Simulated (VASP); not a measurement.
Crystal: CsRe.

```
Cs Re
1.0
     3.68935    0.00000    0.00000
    -1.84468    3.19507    0.00000
     0.00000    0.00000    5.63144
Cs Re
1 1
Direct
  0.00282 0.01773 0.49446
  0.01001 0.01595 0.00021
```

Base run:

* Program: VASP 6.6.1
* Functional: PBE
* Potentials or basis: VASP PAW PBE potentials, release 64 (Cs_sv, Re)
* Cutoff: 520 eV
* k mesh: 11 × 11 × 7
* Occupations: fermi-dirac, width 0.1 eV
* Spin: no spin polarisation

Its results: band gap on the k mesh zero (bands 8 and 9 overlap by 0.90 eV); pressure -7.6 GPa; largest force 0.219 eV/Å.

The run is repeated on the same cell with these changes: k mesh from 11 × 11 × 7 to 8 × 8 × 4; further incar settings from ALGO = Fast; EDIFF = 1e-07; NBANDS = 15 to ALGO = Normal; EDIFF = 1e-06; NBANDS = 15. What comes out?

Band gap on the k mesh zero (bands 8 and 9 overlap by 1.08 eV); pressure -6.5 GPa; largest force 0.238 eV/Å.

Caveats: spin-orbit coupling is left out, which moves the levels of the heavy elements; the stress differs along the axes, from -12 to 2 GPa (at least some runs); the stress differs along the axes, from -12 to 5 GPa (at least some runs).
